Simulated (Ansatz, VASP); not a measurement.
Na: VASP beside Ansatz

Contents of POSCAR:

```
Na
1.0
   -2.1125000000      2.1125000000      2.1125000000
    2.1125000000     -2.1125000000      2.1125000000
    2.1125000000      2.1125000000     -2.1125000000
Na
1
Direct
    0.0000000000      0.0000000000      0.0000000000
```

File INCAR.step1:

```
SYSTEM = Na
ALGO = Normal
EDIFF = 1E-4
ENCUT = 520
GGA = PE
ISMEAR = -1
LASPH = .TRUE.
LCHARG = .FALSE.
LREAL = .FALSE.
LWAVE = .TRUE.
NBANDS = 10
NELM = 100
PREC = Accurate
SIGMA = 0.1
```

The input INCAR.step2:

```
SYSTEM = Na
ALGO = Normal
EDIFF = 1E-6
ENCUT = 520
ISIF = 2
ISMEAR = -1
ISTART = 1
LASPH = .TRUE.
LCHARG = .FALSE.
LMIXTAU = .TRUE.
LREAL = .FALSE.
LWAVE = .FALSE.
METAGGA = R2SCAN
NBANDS = 10
NELM = 100
PREC = Accurate
SIGMA = 0.1
```

The input KPOINTS:

```
k-points
0
G
  9 9 9
  0 0 0
```

Input for Ansatz:

```yaml
crystal:
  lattice:
    - [-2.1125, 2.1125, 2.1125]
    - [2.1125, -2.1125, 2.1125]
    - [2.1125, 2.1125, -2.1125]
  atoms:
    - { symbol: Na, position: [0.0, 0.0, 0.0] }
hamiltonian:
  xc: r2scan
  pseudopotentials:
    kind: paw
    azcp:
      Na: "pseudopotentials/Na.paw.azcp"
basis:
  ecutwfc: 500
  fft_grid_basis: typed
kpoints:
  mp_grid: { grid: [9, 9, 9], shift: [0, 0, 0] }
magnetization:
  spin_polarized: false
scf:
  occupations: { method: fermi_dirac, width: 0.1 }
  lower_state_search: "off"
output:
  stress: true
```

Alike in both runs: task single point; functional r2SCAN; k mesh 9 × 9 × 9; occupations fermi-dirac, width 0.1 eV; no spin polarisation.

```csv
,VASP,Ansatz
version,VASP 6.6.1,Ansatz 0.2.0
potentials or method,"VASP PAW PBE potentials, release 64 (Na_pv), cutoff 520 eV","plane waves (500 eV) with PAW, scalar-relativistic"
valence electrons in the cell,7,9
```

Ansatz gave:

| Property | Result |
| --- | --- |
| pressure (GPa) | 0.0 |

Task: What did VASP give for the same quantities?

Result: Pressure (GPa): 0.1.

VASP's potentials were made for PBE, not for r2SCAN. VASP's potentials hold 7 valence electrons a cell and Ansatz's 9, so a difference there can come from the potentials and not from the codes.
